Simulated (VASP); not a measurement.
# Ga2Te2S (I4/mmm) in VASP: notebook

The runs below take Ga2Te2S through single point, with PBE.

Everything below comes from runs of VASP 6.6.1. Logs are shortened: lines on timing, memory, paths and dates and some standing lists are left out, and cuts for length are marked.

## 1. The cell of the first run

The structure is tetragonal, space group I4/mmm (No. 139). The conventional cell has a = 5.723 Å, b = 5.723 Å, c = 7.499 Å, α = 90.00°, β = 90.00°, γ = 90.00°. Ga (site symmetry 4mm) has 1 S at 2.42 Å and 1 Ga at 2.66 Å and 4 Te at 2.91 Å within 3.2 Å. Within 3.8 Å of Te (site symmetry -4m2) lie 4 Ga at 2.91 Å and 4 S at 3.42 Å and 2 Te at 3.75 Å. Within 3.2 Å of S (site symmetry 4/mmm) lie 2 Ga at 2.42 Å.

The cell was generated, and may not be a known phase.

## 2. Single point, PBE

INCAR

```
SYSTEM = Ga2Te2S
PREC = Accurate
ENCUT = 520
EDIFF = 1E-7
ISMEAR = 0
SIGMA = 0.1
LREAL = .False.
LASPH = .True.
NELM = 100
ALGO = Normal
ISIF = 2
LWAVE = .False.
LCHARG = .False.
GGA = PE
NBANDS = 30
```

KPOINTS

```
regular mesh
0
Gamma
  6 6 6
  0 0 0
```

POSCAR

```
Ga2Te2S
1.0
   -2.8615019520      2.8615019520      3.7493688429
    2.8615019520     -2.8615019520      3.7493688429
    2.8615019520      2.8615019520     -3.7493688429
Ga Te S
2 2 1
Direct
    0.6772109133      0.6772109133      0.0000000000
    0.3227890867      0.3227890867      0.0000000000
    0.7500000000      0.2500000000      0.5000000000
    0.2500000000      0.7500000000      0.5000000000
    0.0000000000      0.0000000000      0.0000000000
```

Potentials or basis: VASP PAW PBE potentials, release 64 (Ga_d, Te, S).

Run with:

```console
> cat potpaw_PBE.64/Ga_d/POTCAR potpaw_PBE.64/Te/POTCAR potpaw_PBE.64/S/POTCAR > POTCAR
> mpirun -np 1 vasp_std > vasp.out
```

OUTCAR:

```text
SYSTEM = Ga2Te2S
   PREC = Accurate
   ENCUT = 520
   EDIFF = 1E-7
   ISMEAR = 0
   LREAL = .False.
   LASPH = .True.
   NELM = 100
   ISIF = 2
   GGA = PE

 ion  position               nearest neighbor table
   1  0.677  0.677  0.000-   5 2.42   2 2.66   4 2.91   3 2.91   3 2.91   4 2.91
   2  0.323  0.323  0.000-   5 2.42   1 2.66   4 2.91   3 2.91   4 2.91   3 2.91
   3  0.750  0.250  0.500-   2 2.91   1 2.91   2 2.91   1 2.91
   4  0.250  0.750  0.500-   2 2.91   1 2.91   2 2.91   1 2.91
   5  0.000  0.000  0.000-   1 2.42   2 2.42

  LATTYP: Found a body centered tetragonal cell.
 ALAT       =     5.7230039040
 C/A-ratio  =     1.3102800228

  Lattice vectors:

 A1 = (  -2.8615019520,   2.8615019520,   3.7493688429)
 A2 = (   2.8615019520,  -2.8615019520,   3.7493688429)
 A3 = (   2.8615019520,   2.8615019520,  -3.7493688429)

Analysis of symmetry for initial positions (statically):
=====================================================================
 Subroutine PRICEL returns:
 Original cell was already a primitive cell.

 Routine SETGRP: Setting up the symmetry group for a
 body centered tetragonal supercell.

 Subroutine GETGRP returns: Found 16 space group operations
 (whereof 16 operations were pure point group operations)
 out of a pool of 16 trial point group operations.

The static configuration has the point symmetry D_4h.

Analysis of symmetry for dynamics (positions and initial velocities):
=====================================================================
 Subroutine PRICEL returns:
 Original cell was already a primitive cell.

 Routine SETGRP: Setting up the symmetry group for a
 body centered tetragonal supercell.

 Subroutine GETGRP returns: Found 16 space group operations
 (whereof 16 operations were pure point group operations)
 out of a pool of 16 trial point group operations.

The dynamic configuration has the point symmetry D_4h.

 Subroutine INISYM returns: Found 16 space group operations
 (whereof 16 operations are pure point group operations),
 and found     1 'primitive' translations

----------------------------------------------------------------------------------------

                                     Primitive cell

  volume of cell :     122.8022

  direct lattice vectors                    reciprocal lattice vectors
    -2.861501952  2.861501952  3.749368843     0.000000000  0.174733412  0.133355778
     2.861501952 -2.861501952  3.749368843     0.174733412  0.000000000  0.133355778
     2.861501952  2.861501952 -3.749368843     0.174733412  0.174733412  0.000000000

  length of vectors
     5.516715831  5.516715831  5.516715831     0.219807936  0.219807936  0.247110361

  position of ions in fractional coordinates (direct lattice)
     0.677210913  0.677210913  0.000000000
     0.322789087  0.322789087  0.000000000
     0.750000000  0.250000000  0.500000000
     0.250000000  0.750000000  0.500000000
     0.000000000  0.000000000  0.000000000

  ion indices of the primitive-cell ions
   primitive index   ion index
                 1           1
                 2           2
                 3           3
                 4           4
                 5           5

----------------------------------------------------------------------------------------

 KPOINTS: regular mesh

Automatic generation of k-mesh.
 Grid dimensions read from file:
 generate k-points for:    6    6    6

 Generating k-lattice:

  Cartesian coordinates                     Fractional coordinates (reciprocal lattice)
     0.000000000  0.029122235  0.022225963     0.166666667  0.000000000  0.000000000
     0.029122235  0.000000000  0.022225963     0.000000000  0.166666667  0.000000000
     0.029122235  0.029122235  0.000000000     0.000000000  0.000000000  0.166666667

  Length of vectors
     0.036634656  0.036634656  0.041185060

  Shift w.r.t. Gamma in fractional coordinates (k-lattice)
     0.000000000  0.000000000  0.000000000

 Subroutine IBZKPT returns following result:
 ===========================================

 Found     30 irreducible k-points:

 Following reciprocal coordinates:
            Coordinates               Weight
  0.000000  0.000000  0.000000      1.000000
  0.166667  0.000000 -0.000000      8.000000
  0.333333  0.000000 -0.000000      8.000000
  0.500000  0.000000  0.000000      4.000000
  0.166667  0.166667  0.000000      8.000000
  0.333333  0.166667  0.000000     16.000000
[... 16 lines left out ...]
 -0.333333 -0.333333  0.166667      8.000000
 -0.166667 -0.333333  0.166667      8.000000
 [... further k-points ...]
   k-points           NKPTS =     30   k-points in BZ     NKDIM =     30   number of bands    NBANDS=     30
   number of dos      NEDOS =    301   number of ions     NIONS =      5
   total plane-waves  NPLWV =  74088
   dimension x,y,z NGX =    42 NGY =   42 NGZ =   42
   dimension x,y,z NGXF=    84 NGYF=   84 NGZF=   84
   ions per type =               2   2   1
   NGX,Y,Z   is equivalent  to a cutoff of  12.66, 12.66, 12.66 a.u.
   NGXF,Y,Z  is equivalent  to a cutoff of  25.31, 25.31, 25.31 a.u.
 SYSTEM =  Ga2Te2S
   PREC   = accura    normal or accurate (medium, high low for compatibility)
   ISTART =      0    job   : 0-new  1-cont  2-samecut
   ICHARG =      2    charge: 1-file 2-atom 10-const
   ISPIN  =      1    spin polarized calculation?
   LNONCOLLINEAR =      F non collinear calculations
   LSORBIT =      F    spin-orbit coupling
   LASPH  =      T    aspherical Exc in radial PAW
   ENCUT  =  520.0 eV  38.22 Ry    6.18 a.u.  10.26 10.26 10.26*2*pi/ulx,y,z
   NELM   =    100;   NELMIN=  2; NELMDL= -5     # of ELM steps
   EDIFF  = 0.1E-06   stopping-criterion for ELM
   LREAL  =      F    real-space projection
   EDIFFG = 0.1E-05   stopping-criterion for IOM
   NSW    =      0    number of steps for IOM
   IBRION =     -1    ionic relax: 0-MD 1-quasi-New 2-CG
   NFREE  =      0    steps in history (QN), initial steepest desc. (CG)
   ISIF   =      2    stress and relaxation
   ISYM   =      2    0-nonsym 1-usesym 2-fastsym
   POTIM  = 0.5000    time-step for ionic-motion
   TEBEG  =    0.0;   TEEND  =   0.0 temperature during run
   PSTRESS=    0.0 pullay stress
   NELECT =      44.0000    total number of electrons
   NUPDOWN=      -1.0000    fix difference up-down
   EMIN   =  10.00;   EMAX   =-10.00  energy-range for DOS
   EFERMI =   0.00;   METHOD = LEGACY
   ISMEAR =     0;   SIGMA  =   0.10  broadening in eV -4-tet -1-fermi 0-gaus
   EFERMI_NEDOS =   21; number of points for ismear=-14 and -15
   IALGO  =     38    algorithm
   IMIX   =      4    mixing-type and parameters
     AMIX     =   0.40;   BMIX     =  1.00
     AMIX_MAG =   1.60;   BMIX_MAG =  1.00
  volume/ion in A,a.u.               =      24.56       165.74
  Fermi-wavevector in a.u.,A,eV,Ry     =   1.162761  2.197299 18.395243  1.352012
  Thomas-Fermi vector in A             =   2.299318
   LORBIT       =      0    0 simple, 1 ext, 2 COOP (PROOUT), +10 PAW based schemes
   GGA     = PE    functional components
   LHFCALC =     F    Hartree Fock is set to
   AEXX    =    0.0000 exact exchange contribution
   IVDW    =     0    specifies the selected vdW correction
   LEPSILON=     F    determine dielectric tensor
   LRPA    =     F    only Hartree local field effects (RPA)
 non-spin polarized calculation
 Gauss-broadening in eV      SIGMA  =   0.10
  energy-cutoff  :      520.00
  volume of cell :      122.80
 maximum number of plane-waves:      3330
 NGX is ok and might be reduce to    42
   NGX = 21   NGY = 21   NGZ = 21

 number of electron      44.0000009 magnetization

 Free energy of the ion-electron system (eV)
  ---------------------------------------------------
  ext. energy  EPLUGINS =         0.00000000
  ---------------------------------------------------
  free energy    TOTEN  =       -15.89213339 eV

  energy without entropy =      -15.87610792  energy(sigma->0) =      -15.88412066

 E-fermi :   5.3731     XC(G=0):  -9.9009

 val. band max:        5.3666327369   @ k =   0.1667   0.1667   0.0000
 cond. band min:       5.3740114031   @ k =   0.3333   0.3333  -0.0000
 fundamental gap:      0.0073786662
 Fermi energy:         5.3731251488

 k-point     1 :       0.0000    0.0000    0.0000
  band No.  band energies     occupation
      1      -9.5137      2.00000
      2      -9.3418      2.00000
      3      -9.3093      2.00000
      4      -9.3093      2.00000
      5      -9.2936      2.00000
      6      -9.2805      2.00000
[... 22 lines left out ...]
     29      13.4020      0.00000
     30      14.5640      0.00000

 k-point     2 :       0.1667    0.0000   -0.0000
  band No.  band energies     occupation
      1      -9.4999      2.00000
      2      -9.3381      2.00000
      3      -9.3095      2.00000
      4      -9.3088      2.00000
      5      -9.2939      2.00000
      6      -9.2786      2.00000
[... 22 lines left out ...]
     29      13.3698      0.00000
     30      13.5725      0.00000

 k-point     3 :       0.3333    0.0000   -0.0000
  band No.  band energies     occupation
      1      -9.4666      2.00000
      2      -9.3286      2.00000
      3      -9.3106      2.00000
      4      -9.3078      2.00000
      5      -9.2963      2.00000
      6      -9.2745      2.00000
[... 22 lines left out ...]
     29      11.4081      0.00000
     30      12.7850      0.00000

 k-point     4 :       0.5000    0.0000    0.0000
  band No.  band energies     occupation
      1      -9.4445      2.00000
      2      -9.3206      2.00000
      3      -9.3142      2.00000
      4      -9.3071      2.00000
      5      -9.2990      2.00000
      6      -9.2808      2.00000
[... 616 lines left out ...]
     29      11.6618      0.00000
     30      12.4091      0.00000

 k-point    23 :      -0.3333   -0.3333    0.1667
  band No.  band energies     occupation
      1      -9.4702      2.00000
      2      -9.3498      2.00000
      3      -9.3078      2.00000
      4      -9.3069      2.00000
      5      -9.2846      2.00000
      6      -9.2711      2.00000
[... 22 lines left out ...]
     29      11.6265      0.00000
     30      11.6965      0.00000

 k-point    24 :      -0.1667   -0.3333    0.1667
  band No.  band energies     occupation
      1      -9.4464      2.00000
      2      -9.3500      2.00000
      3      -9.3076      2.00000
      4      -9.3068      2.00000
      5      -9.2866      2.00000
      6      -9.2835      2.00000
[... 22 lines left out ...]
     29      12.3195      0.00000
     30      12.7508      0.00000

 [... further k-points ...]
[... 5 lines left out ...]
  --------------------------------------------------------------------------------------
  -------------------------------------------------------------------------------------
  Total       -0.1014451     -0.1014451     -0.1803301      0.0000000     -0.0000000      0.0000000
  in kB       -1.3235352     -1.3235352     -2.3527325      0.0000000     -0.0000000      0.0000000
  external PRESSURE =      -1.6666010 kB  Pullay stress =       0.0000000 kB

 VOLUME and BASIS-vectors are now :
 -----------------------------------------------------------------------------
  energy-cutoff  :      520.00
  volume of cell :      122.80
      direct lattice vectors                 reciprocal lattice vectors
    -2.861501952  2.861501952  3.749368843     0.000000000  0.174733412  0.133355778
     2.861501952 -2.861501952  3.749368843     0.174733412  0.000000000  0.133355778
     2.861501952  2.861501952 -3.749368843     0.174733412  0.174733412  0.000000000

 POSITION                                       TOTAL-FORCE (eV/Angst)
 -----------------------------------------------------------------------------------
      0.00000      0.00000      5.07823        -0.000000     -0.000000      0.033608
      0.00000      0.00000      2.42051         0.000000      0.000000     -0.033608
     -0.00000      2.86150      1.87468        -0.000000     -0.000000      0.000000
      2.86150     -0.00000      1.87468        -0.000000     -0.000000     -0.000000
      0.00000      0.00000      0.00000        -0.000000     -0.000000     -0.000000
 -----------------------------------------------------------------------------------
    total drift:                                0.000000      0.000000     -0.000000

  FREE ENERGIE OF THE ION-ELECTRON SYSTEM (eV)
  ---------------------------------------------------
  free  energy   TOTEN  =       -15.8921333937 eV

  energy  without entropy=      -15.8761079173  energy(sigma->0) =      -15.88412066
```

Run time: 3.4 min. Hardware: 1 thread of Intel Xeon 8259CL, shared host; peak memory 0.32 GiB.

What came out:

```yaml
Free_energy: -15.8921 eV
Pressure: -0.2 GPa
Largest_force: 0.034 eV/Å
Band_gap_on_the_k_mesh: zero (bands 22 and 23 overlap by 1.51 eV)
```

Forces on the atoms (eV/Å):
```
Ga   0.000  0.000  0.034
Ga   0.000  0.000 -0.034
Te   0.000  0.000  0.000
Te   0.000  0.000  0.000
S    0.000  0.000  0.000
```

Levels at points of the mesh, in eV from the Fermi level:
```tsv
k point	band 18	band 19	band 20	band 21	band 22	band 23	band 24	band 25	band 26	band 27
(0.00, 0.00, 0.00)	-3.04	-3.04	-2.57	-1.33	-1.04	-1.04	1.50	2.75	3.59	4.23
(0.50, 0.00, 0.00)	-3.44	-1.96	-1.59	-0.76	-0.26	0.68	0.68	3.26	4.52	4.95
(0.50, 0.50, 0.00)	-1.03	-0.87	-0.75	-0.64	-0.15	0.30	2.66	2.80	2.96	3.22
(0.50, 0.50, 0.50)	-1.71	-1.45	-1.45	-0.31	-0.31	0.91	1.11	2.54	5.20	6.09
```

Caveat: spin-orbit coupling is left out, which moves the levels of the heavy elements.

[end of part 1 of 2]
